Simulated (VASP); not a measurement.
Set up this calculation in VASP 6.6.1, as the native input.

```
Task                   : single point
Functional             : PBE
Potentials or basis    : VASP PAW PBE potentials, release 64 (Sc_sv)
Cutoff                 : 520 eV
k mesh                 : 10 × 10 × 6
Occupations            : methfessel-paxton, width 0.1 eV
Spin                   : no spin polarisation
Dipole correction      : no
Further INCAR settings : ALGO = Normal; EDIFF = 1e-06; NBANDS = 18
```

The structure of Sc lies in POSCAR:

```
Sc
1.0
    3.3381556873      0.0000000000      0.0000000000
   -1.6690778437      2.8909275653      0.0000000000
    0.0000000000      0.0000000000      5.3197631870
Sc
2
Direct
    0.3333333333      0.6666666667      0.2500000000
    0.6666666667      0.3333333333      0.7500000000
```

These files were run (other wordings do the same):

INCAR

```
SYSTEM = Sc
ALGO     = Normal         ! electronic algorithm
EDIFF    = 1E-6           ! SCF threshold, eV
ENCUT    = 520            ! plane-wave cutoff, eV
GGA      = PE             ! functional
ISIF     = 2              ! what is computed and relaxed
ISMEAR   = 1              ! smearing method
LASPH    = .TRUE.         ! aspherical terms in the spheres
LCHARG   = .FALSE.        ! write CHGCAR
LREAL    = .FALSE.        ! projectors in reciprocal space
LWAVE    = .FALSE.        ! write WAVECAR
NBANDS   = 18             ! bands
NELM     = 60             ! most SCF steps
PREC     = Accurate       ! precision mode
SIGMA    = 0.1            ! smearing width, eV
```

KPOINTS

```
k-points
0
G
  10 10 6
  0 0 0
```

Potentials or basis: VASP PAW PBE potentials, release 64 (Sc_sv).

Command:

```sh
$ cat potpaw_PBE.64/Sc_sv/POTCAR > POTCAR
$ mpirun -np 1 vasp_std > vasp.out
```

Results of the run:

```json
{
  "Pressure": "-2.0 GPa",
  "Band gap on the k mesh": "zero (band 11 reaches 4.32 eV, above the bottom of band 12 at 3.02 eV)"
}
```

Run time: 28 s on 1 thread of Intel(R) Xeon(R) Platinum 8559C (Emerald Rapids) (shared host), peak memory 0.2 GiB.
